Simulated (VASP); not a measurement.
# W (Im-3m) in VASP: notebook

W is run at these levels: PBE, r2SCAN; tasks: relaxation of cell and atoms.

All numbers are computed with VASP 6.6.1; they aren't measurements. Logs are shortened: lines on timing, memory, paths and dates and some standing lists are left out, and cuts for length are marked.

## Step 1: The cell of the first run

Symmetry: Im-3m, No. 229, cubic system. The conventional cell has a = 3.165 Å, b = 3.165 Å, c = 3.165 Å, α = 90.00°, β = 90.00°, γ = 90.00°. Within 3.6 Å of W (site symmetry m-3m) lie 14 W at 2.74 to 3.16 Å.

## Step 2: Relaxation of cell and atoms, PBE

Contents of INCAR:

```
SYSTEM = W
PREC     = Accurate       ! precision mode
ENCUT    = 600            ! plane-wave cutoff, eV
EDIFF    = 1E-7           ! SCF threshold, eV
ISMEAR   = -1             ! smearing method
SIGMA    = 0.02           ! smearing width, eV
LREAL    = .False.        ! projectors in reciprocal space
LASPH    = .True.         ! aspherical terms in the spheres
NELM     = 80             ! most SCF steps
ALGO     = Normal         ! electronic algorithm
ISIF     = 3              ! what is computed and relaxed
LWAVE    = .False.        ! write WAVECAR
LCHARG   = .False.        ! write CHGCAR
GGA      = PE             ! functional
IBRION   = 2              ! ionic algorithm
NSW      = 80             ! ionic steps
EDIFFG   = -0.005         ! ionic threshold
```

Contents of KPOINTS:

```
regular mesh
0
Gamma
  10 10 10
  0 0 0
```

Contents of POSCAR:

```
W
1.0
   -1.5823450000      1.5823450000      1.5823450000
    1.5823450000     -1.5823450000      1.5823450000
    1.5823450000      1.5823450000     -1.5823450000
W
1
Direct
    0.0000000000      0.0000000000      0.0000000000
```

Potentials or basis: VASP PAW PBE potentials, release 64 (W_sv).

Launch:

```bash
$ cat potpaw_PBE.64/W_sv/POTCAR > POTCAR
$ mpirun -np 1 vasp_std > vasp.out
```

OUTCAR:

```text
SYSTEM = W
   PREC = Accurate
   ENCUT = 600
   EDIFF = 1E-7
   ISMEAR = -1
   LREAL = .False.
   LASPH = .True.
   NELM = 80
   ISIF = 3
   GGA = PE
   IBRION = 2
   NSW = 80
   EDIFFG = -0.005

 ion  position               nearest neighbor table
   1  0.000  0.000  0.000-

  LATTYP: Found a body centered cubic cell.
 ALAT       =     3.1646900000

  Lattice vectors:

 A1 = (  -1.5823450000,   1.5823450000,   1.5823450000)
 A2 = (   1.5823450000,  -1.5823450000,   1.5823450000)
 A3 = (   1.5823450000,   1.5823450000,  -1.5823450000)

Analysis of symmetry for initial positions (statically):
=====================================================================
 Subroutine PRICEL returns:
 Original cell was already a primitive cell.

 Routine SETGRP: Setting up the symmetry group for a
 body centered cubic supercell.

 Subroutine GETGRP returns: Found 48 space group operations
 (whereof 48 operations were pure point group operations)
 out of a pool of 48 trial point group operations.

The static configuration has the point symmetry O_h .

Analysis of symmetry for dynamics (positions and initial velocities):
=====================================================================
 Subroutine PRICEL returns:
 Original cell was already a primitive cell.

 Routine SETGRP: Setting up the symmetry group for a
 body centered cubic supercell.

 Subroutine GETGRP returns: Found 48 space group operations
 (whereof 48 operations were pure point group operations)
 out of a pool of 48 trial point group operations.

The dynamic configuration has the point symmetry O_h .

 Subroutine INISYM returns: Found 48 space group operations
 (whereof 48 operations are pure point group operations),
 and found     1 'primitive' translations

----------------------------------------------------------------------------------------

                                     Primitive cell

  volume of cell :      15.8476

  direct lattice vectors                    reciprocal lattice vectors
    -1.582345000  1.582345000  1.582345000     0.000000000  0.315986716  0.315986716
     1.582345000 -1.582345000  1.582345000     0.315986716  0.000000000  0.315986716
     1.582345000  1.582345000 -1.582345000     0.315986716  0.315986716  0.000000000

  length of vectors
     2.740701935  2.740701935  2.740701935     0.446872699  0.446872699  0.446872699

  position of ions in fractional coordinates (direct lattice)
     0.000000000  0.000000000  0.000000000

  ion indices of the primitive-cell ions
   primitive index   ion index
                 1           1

----------------------------------------------------------------------------------------

 KPOINTS: regular mesh

Automatic generation of k-mesh.
 Grid dimensions read from file:
 generate k-points for:   10   10   10

 Generating k-lattice:

  Cartesian coordinates                     Fractional coordinates (reciprocal lattice)
     0.000000000  0.031598672  0.031598672     0.100000000  0.000000000  0.000000000
     0.031598672  0.000000000  0.031598672     0.000000000  0.100000000  0.000000000
     0.031598672  0.031598672  0.000000000     0.000000000  0.000000000  0.100000000

  Length of vectors
     0.044687270  0.044687270  0.044687270

  Shift w.r.t. Gamma in fractional coordinates (k-lattice)
     0.000000000  0.000000000  0.000000000

 Subroutine IBZKPT returns following result:
 ===========================================

 Found     47 irreducible k-points:

 Following reciprocal coordinates:
            Coordinates               Weight
  0.000000  0.000000  0.000000      1.000000
  0.100000  0.000000  0.000000     12.000000
  0.200000  0.000000  0.000000     12.000000
  0.300000  0.000000  0.000000     12.000000
  0.400000  0.000000  0.000000     12.000000
  0.500000  0.000000  0.000000      6.000000
[... 16 lines left out ...]
  0.300000  0.300000  0.100000      8.000000
 -0.300000  0.300000  0.100000     24.000000
 [... further k-points ...]
   k-points           NKPTS =     47   k-points in BZ     NKDIM =     47   number of bands    NBANDS=     11
   number of dos      NEDOS =    301   number of ions     NIONS =      1
   total plane-waves  NPLWV =  13824
   dimension x,y,z NGX =    24 NGY =   24 NGZ =   24
   dimension x,y,z NGXF=    48 NGYF=   48 NGZF=   48
   ions per type =               1
   NGX,Y,Z   is equivalent  to a cutoff of  14.56, 14.56, 14.56 a.u.
   NGXF,Y,Z  is equivalent  to a cutoff of  29.12, 29.12, 29.12 a.u.
 SYSTEM =  W
   PREC   = accura    normal or accurate (medium, high low for compatibility)
   ISTART =      0    job   : 0-new  1-cont  2-samecut
   ICHARG =      2    charge: 1-file 2-atom 10-const
   ISPIN  =      1    spin polarized calculation?
   LNONCOLLINEAR =      F non collinear calculations
   LSORBIT =      F    spin-orbit coupling
   LASPH  =      T    aspherical Exc in radial PAW
   ENCUT  =  600.0 eV  44.10 Ry    6.64 a.u.   5.47  5.47  5.47*2*pi/ulx,y,z
   NELM   =     80;   NELMIN=  2; NELMDL= -5     # of ELM steps
   EDIFF  = 0.1E-06   stopping-criterion for ELM
   LREAL  =      F    real-space projection
   EDIFFG = -.5E-02   stopping-criterion for IOM
   NSW    =     80    number of steps for IOM
   IBRION =      2    ionic relax: 0-MD 1-quasi-New 2-CG
   NFREE  =      1    steps in history (QN), initial steepest desc. (CG)
   ISIF   =      3    stress and relaxation
   ISYM   =      2    0-nonsym 1-usesym 2-fastsym
   POTIM  = 0.5000    time-step for ionic-motion
   TEBEG  =    0.0;   TEEND  =   0.0 temperature during run
   PSTRESS=    0.0 pullay stress
   NELECT =      14.0000    total number of electrons
   NUPDOWN=      -1.0000    fix difference up-down
   EMIN   =  10.00;   EMAX   =-10.00  energy-range for DOS
   EFERMI =   0.00;   METHOD = LEGACY
   ISMEAR =    -1;   SIGMA  =   0.02  broadening in eV -4-tet -1-fermi 0-gaus
   EFERMI_NEDOS =   21; number of points for ismear=-14 and -15
   IALGO  =     38    algorithm
   IMIX   =      4    mixing-type and parameters
     AMIX     =   0.40;   BMIX     =  1.00
     AMIX_MAG =   1.60;   BMIX_MAG =  1.00
  volume/ion in A,a.u.               =      15.85       106.94
  Fermi-wavevector in a.u.,A,eV,Ry     =   1.570832  2.968442 33.572544  2.467512
  Thomas-Fermi vector in A             =   2.672506
   LORBIT       =      0    0 simple, 1 ext, 2 COOP (PROOUT), +10 PAW based schemes
   GGA     = PE    functional components
   LHFCALC =     F    Hartree Fock is set to
   AEXX    =    0.0000 exact exchange contribution
   IVDW    =     0    specifies the selected vdW correction
   LEPSILON=     F    determine dielectric tensor
   LRPA    =     F    only Hartree local field effects (RPA)
 conjugate gradient relaxation of ions
 non-spin polarized calculation
  energy-cutoff  :      600.00
  volume of cell :       15.85
 maximum number of plane-waves:       543
 NGX is ok and might be reduce to    24
   NGX = 11   NGY = 11   NGZ = 11

--------------------------------------- Ionic step        1  -------------------------------------------

 number of electron      14.0000001 magnetization

 Free energy of the ion-electron system (eV)
  ---------------------------------------------------
  ext. energy  EPLUGINS =         0.00000000
  ---------------------------------------------------
  free energy    TOTEN  =       -12.94244571 eV

  energy without entropy =      -12.94168894  energy(sigma->0) =      -12.94206732

------------------------ aborting loop because EDIFF is reached ----------------------------------------

  FORCE on cell =-STRESS in cart. coord.  units (eV):
  Direction    XX          YY          ZZ          XY          YZ          ZX
  --------------------------------------------------------------------------------------
  -------------------------------------------------------------------------------------
  Total        0.6418466      0.6418466      0.6418466      0.0000000      0.0000000     -0.0000000
  in kB       64.8900791     64.8900791     64.8900791      0.0000000      0.0000000     -0.0000000
  external PRESSURE =      64.8900791 kB  Pullay stress =       0.0000000 kB
[... 90 lines left out ...]
  energy  without entropy=      -12.9481005566  energy(sigma->0) =      -12.94846510

--------------------------------------- Ionic step        4  -------------------------------------------

 number of electron      14.0000002 magnetization

 Free energy of the ion-electron system (eV)
  ---------------------------------------------------
  ext. energy  EPLUGINS =         0.00000000
  ---------------------------------------------------
  free energy    TOTEN  =       -12.94883601 eV

  energy without entropy =      -12.94810642  energy(sigma->0) =      -12.94847122

 E-fermi :  11.3377     XC(G=0): -13.5306

 val. band max:       11.2157382736   @ k =   0.5000   0.5000   0.2000
 cond. band min:      11.3688752884   @ k =   0.1000   0.1000   0.0000
 fundamental gap:      0.1531370147
 Fermi energy:        11.3377131801

 k-point     1 :       0.0000    0.0000    0.0000
  band No.  band energies     occupation
      1     -63.0670      2.00000
      2     -26.6562      2.00000
      3     -26.6562      2.00000
      4     -26.6562      2.00000
      5       1.6315      2.00000
      6       9.9530      2.00000
      7       9.9530      2.00000
      8       9.9530      2.00000
      9      13.3661      0.00000
     10      13.3661      0.00000
     11      25.6310      0.00000
[... 309 lines left out ...]
 k-point    24 :      -0.3000    0.3000    0.1000
  band No.  band energies     occupation
      1     -62.9772      2.00000
      2     -27.4482      2.00000
      3     -26.9599      2.00000
      4     -26.7518      2.00000
      5       5.0025      2.00000
      6       8.7823      2.00000
      7       9.1208      2.00000
      8      11.9532      0.00000
      9      13.5544      0.00000
     10      14.3251      0.00000
     11      24.7472      0.00000

 [... further k-points ...]
[... 5 lines left out ...]
  --------------------------------------------------------------------------------------
  -------------------------------------------------------------------------------------
  Total       -0.0007350     -0.0007350     -0.0007350     -0.0000000     -0.0000000      0.0000000
  in kB       -0.0728294     -0.0728294     -0.0728294     -0.0000000     -0.0000000      0.0000000
  external PRESSURE =      -0.0728294 kB  Pullay stress =       0.0000000 kB
[... 16 lines left out ...]
  FREE ENERGIE OF THE ION-ELECTRON SYSTEM (eV)
  ---------------------------------------------------
  free  energy   TOTEN  =       -12.9488360110 eV

  energy  without entropy=      -12.9481064200  energy(sigma->0) =      -12.94847122

 reached required accuracy - stopping structural energy minimisation
```

Wall time 24 s (1 thread of Intel Xeon Platinum 8259CL at 2.50GHz (Skylake/Cascade Lake), shared host); peak memory 0.15 GiB.

What came out:

* Free energy: -12.9488 eV
* Relaxed volume: 16.17 Å³/atom
* Relaxed cell: a = 2.759 Å, b = 2.759 Å, c = 2.759 Å, α = 109.47°, β = 109.47°, γ = 109.47°
* Space group after relaxing (to 0.05 Å): Im-3m (No. 229)
* Energy gained by relaxing: 6.4 meV/atom
* Ionic steps: 4
* Pressure after relaxing: 0.0 GPa
* Band gap on the k mesh: zero (band 7 reaches 16.17 eV, above the bottom of band 8 at 9.95 eV)

Step by step:
```csv
step,energy change (eV),largest force (eV/Å),pressure (GPa),volume (Å³)
1,0.0000,0.0000,6.49,15.85
2,0.0687,0.0000,-18.87,17.37
3,-0.0064,0.0000,-0.19,16.18
4,-0.0064,0.0000,-0.01,16.17
```

Final structure:
```cif
data_structure
_symmetry_space_group_name_H-M 'P 1'
_symmetry_Int_Tables_number 1
_cell_length_a 2.7592
_cell_length_b 2.7592
_cell_length_c 2.7592
_cell_angle_alpha 109.471
_cell_angle_beta 109.471
_cell_angle_gamma 109.471
_cell_volume 16.17
loop_
_atom_site_label
_atom_site_type_symbol
_atom_site_fract_x
_atom_site_fract_y
_atom_site_fract_z
_atom_site_occupancy
W1 W 0.00000 0.00000 0.00000 1
```

Caveat: spin-orbit coupling is left out, which moves the levels of the heavy elements. PBE usually gives volumes a little too large and moduli too small.

## Step 3: Relaxation of cell and atoms, r2SCAN

This run uses another cell than the first one, of 16.14 Å³/atom, 1.019 times its volume.

Contents of POSCAR:

```
W
1.0
   -1.5920723131      1.5920723131      1.5920723131
    1.5920723131     -1.5920723131      1.5920723131
    1.5920723131      1.5920723131     -1.5920723131
W
1
Direct
    0.0000000000      0.0000000000      0.0000000000
```

Contents of INCAR.step1:

```
PREC = Accurate ; ENCUT = 600
ISMEAR = -1 ; SIGMA = 0.02
LREAL = False ; LASPH = True
NELM = 100 ; GGA = PE
ALGO = Normal ; EDIFF = 1E-4
LWAVE = True ; LCHARG = False
```

Contents of INCAR.step2:

```
PREC = Accurate ; ENCUT = 600
EDIFF = 1E-6 ; ISMEAR = -1
SIGMA = 0.02 ; LREAL = False
LASPH = True ; NELM = 100
ALGO = Normal ; ISIF = 3
LWAVE = False ; LCHARG = False
METAGGA = R2SCAN ; LMIXTAU = True
IBRION = 2 ; NSW = 80
EDIFFG = -0.005 ; ISTART = 1
```

Contents of KPOINTS:

```
Automatic mesh
0
Gamma
  10 10 10
```

Potentials or basis: VASP PAW PBE potentials, release 64 (W_sv).

Launch:

```bash
$ cat potpaw_PBE.64/W_sv/POTCAR > POTCAR
$ cp INCAR.step1 INCAR
$ mpirun -np 1 vasp_std > vasp.out
$ cp INCAR.step2 INCAR
$ mpirun -np 1 vasp_std > vasp.out
```

OUTCAR:

```text
PREC = Accurate
   ENCUT = 600
   EDIFF = 1E-6
   ISMEAR = -1
   LREAL = False
   LASPH = True
   NELM = 100
   ISIF = 3
   METAGGA = R2SCAN
   IBRION = 2
   NSW = 80
   EDIFFG = -0.005
   ISTART = 1

 ion  position               nearest neighbor table
   1  0.000  0.000  0.000-

  LATTYP: Found a body centered cubic cell.
 ALAT       =     3.1841446262

  Lattice vectors:

 A1 = (  -1.5920723131,   1.5920723131,   1.5920723131)
 A2 = (   1.5920723131,  -1.5920723131,   1.5920723131)
 A3 = (   1.5920723131,   1.5920723131,  -1.5920723131)

Analysis of symmetry for initial positions (statically):
=====================================================================
 Subroutine PRICEL returns:
 Original cell was already a primitive cell.

 Routine SETGRP: Setting up the symmetry group for a
 body centered cubic supercell.

 Subroutine GETGRP returns: Found 48 space group operations
 (whereof 48 operations were pure point group operations)
 out of a pool of 48 trial point group operations.

The static configuration has the point symmetry O_h .

Analysis of symmetry for dynamics (positions and initial velocities):
[... 226 lines left out ...]
--------------------------------------- Ionic step        3  -------------------------------------------

 number of electron      14.0000002 magnetization

 Free energy of the ion-electron system (eV)
  ---------------------------------------------------
  ext. energy  EPLUGINS =         0.00000000
  ---------------------------------------------------
  free energy    TOTEN  =       -51.34336764 eV

  energy without entropy =      -51.34245044  energy(sigma->0) =      -51.34290904

 E-fermi :  11.3735     XC(G=0): -14.9159

 val. band max:       11.3232893521   @ k =   0.5000   0.5000   0.2000
 cond. band min:      11.3876953387   @ k =  -0.3000   0.3000   0.3000
 fundamental gap:      0.0644059865
 Fermi energy:        11.3734542666

 k-point     1 :       0.0000    0.0000    0.0000
  band No.  band energies     occupation
      1     -64.9505      2.00000
      2     -27.8209      2.00000
      3     -27.8209      2.00000
      4     -27.8209      2.00000
      5       1.0963      2.00000
      6       9.9134      2.00000
      7       9.9134      2.00000
      8       9.9134      2.00000
      9      13.7179      0.00000
     10      13.7179      0.00000
     11      26.4306      0.00000
[... 309 lines left out ...]
 k-point    24 :      -0.3000    0.3000    0.1000
  band No.  band energies     occupation
      1     -64.8433      2.00000
      2     -28.7027      2.00000
      3     -28.1555      2.00000
      4     -27.9272      2.00000
      5       4.6626      2.00000
      6       8.6491      2.00000
      7       9.0409      2.00000
      8      12.0977      0.00000
      9      13.7147      0.00000
     10      14.7302      0.00000
     11      25.5973      0.00000

 [... further k-points ...]

------------------------ aborting loop because EDIFF is reached ----------------------------------------

  FORCE on cell =-STRESS in cart. coord.  units (eV):
  Direction    XX          YY          ZZ          XY          YZ          ZX
  --------------------------------------------------------------------------------------
  -------------------------------------------------------------------------------------
  Total       -0.0041419     -0.0041419     -0.0041419     -0.0000000      0.0000000      0.0000000
  in kB       -0.4156157     -0.4156157     -0.4156157     -0.0000000      0.0000000      0.0000000
  external PRESSURE =      -0.4156157 kB  Pullay stress =       0.0000000 kB
[... 16 lines left out ...]
  FREE ENERGIE OF THE ION-ELECTRON SYSTEM (eV)
  ---------------------------------------------------
  free  energy   TOTEN  =       -51.3433676393 eV

  energy  without entropy=      -51.3424504385  energy(sigma->0) =      -51.34290904

 reached required accuracy - stopping structural energy minimisation
```

OUTCAR.step1:

```text
PREC = Accurate
   ENCUT = 600
   ISMEAR = -1
   LREAL = False
   LASPH = True
   NELM = 100
[... 551 lines left out ...]
 POSITION                                       TOTAL-FORCE (eV/Angst)
 -----------------------------------------------------------------------------------
      0.00000      0.00000      0.00000        -0.000000     -0.000000     -0.000000
 -----------------------------------------------------------------------------------
    total drift:                               -0.000000      0.000000      0.000000

  FREE ENERGIE OF THE ION-ELECTRON SYSTEM (eV)
  ---------------------------------------------------
  free  energy   TOTEN  =       -12.9488576265 eV

  energy  without entropy=      -12.9481261777  energy(sigma->0) =      -12.94849190
```

Wall time 85 s (1 thread of Intel Xeon Platinum 8259CL at 2.50GHz (Skylake/Cascade Lake), shared host); peak memory 0.16 GiB.

Results:

```yaml
Free_energy: -51.3434 eV
Relaxed_volume: 15.97 Å³/atom
Relaxed_cell: a = 2.748 Å, b = 2.748 Å, c = 2.748 Å, α = 109.47°, β = 109.47°, γ = 109.47°
Space_group_after_relaxing_to_0.05_Å: Im-3m (No. 229)
Energy_gained_by_relaxing: 2.0 meV/atom
Ionic_steps: 3
Pressure_after_relaxing: 0.0 GPa
Band_gap_on_the_k_mesh: zero (band 7 reaches 16.46 eV, above the bottom of band 8 at 9.91 eV)
```

Step by step:
| step | energy change (eV) | largest force (eV/Å) | pressure (GPa) | volume (Å³) |
| --- | --- | --- | --- | --- |
| 1 | 0.0000 | 0.0000 | -3.51 | 16.14 |
| 2 | 0.0254 | 0.0000 | 14.36 | 15.33 |
| 3 | -0.0020 | 0.0000 | -0.04 | 15.97 |

Final structure:
```yaml
crystal:
  lattice:
    - [-1.58630, 1.58630, 1.58630]
    - [1.58630, -1.58630, 1.58630]
    - [1.58630, 1.58630, -1.58630]
  atoms:
    - { symbol: W, position: [0.00000, 0.00000, 0.00000] }
```

Caveat: the PAW data sets were made with another functional, which shifts forces and pressure a little; spin-orbit coupling is left out, which moves the levels of the heavy elements.
